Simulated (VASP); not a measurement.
ZnInC4N4: single point with PBE

ZnInC4N4:

```
Zn In C N
1.0
     5.97962    0.00000    0.00000
     0.00000    5.97962    0.00000
     0.00000    0.00000    5.97962
Zn In C N
1 1 4 4
Cartesian
  2.9898 2.9898 2.9898
  0.0000 0.0000 0.0000
  1.1553 1.1553 1.1553
  1.1553 4.8243 4.8243
  4.8243 1.1553 4.8243
  4.8243 4.8243 1.1553
  1.8308 1.8308 1.8308
  1.8308 4.1488 4.1488
  4.1488 1.8308 4.1488
  4.1488 4.1488 1.8308
```

- Program: VASP 6.6.1
- Task: single point
- Functional: PBE
- Potentials or basis: VASP PAW PBE potentials, release 64 (Zn, In_d, C, N)
- Cutoff: 520 eV
- k mesh: 4 × 4 × 4
- Occupations: gaussian, width 0.1 eV
- Spin: no spin polarisation
- Dipole correction: no
- Further INCAR settings: ALGO = Normal; EDIFF = 1e-07; NBANDS = 42

```yaml
Pressure: 5.4 GPa
Largest_force: 2.214 eV/Å
```

Forces in eV/Å, atoms in the order of the input:
```
Zn   0.000  0.000  0.000
In   0.000  0.000  0.000
C    1.278  1.278  1.278
C    1.278 -1.278 -1.278
C   -1.278  1.278 -1.278
C   -1.278 -1.278  1.278
N    0.585  0.585  0.585
N    0.585 -0.585 -0.585
N   -0.585  0.585 -0.585
N   -0.585 -0.585  0.585
```

Levels at points of the mesh, in eV from the Fermi level:
```csv
k point,band 26,band 27,band 28,band 29,band 30,band 31,band 32,band 33,band 34,band 35
"(0.00, 0.00, 0.00)",-6.68,-6.68,-6.51,-6.51,-6.51,-0.07,-0.07,-0.07,0.74,0.74
"(0.50, 0.00, 0.00)",-6.64,-6.54,-6.45,-6.05,-6.05,0.06,0.06,0.21,0.55,1.01
"(0.50, 0.50, 0.00)",-6.59,-6.58,-6.50,-6.07,-6.07,0.22,0.40,0.40,0.45,1.18
"(0.50, 0.50, 0.50)",-6.56,-6.56,-6.56,-6.51,-6.51,0.35,0.35,0.35,0.84,0.84
```

Run time: 120 s on 1 thread of Intel(R) Xeon(R) Platinum 8488C (Sapphire Rapids), on a shared host, peak memory 0.38 GiB.

Caveat: spin-orbit coupling is left out, which moves the levels of the heavy elements; forces of over 1 eV/Å act on the atoms, so gaps and moduli don't describe the material at rest.
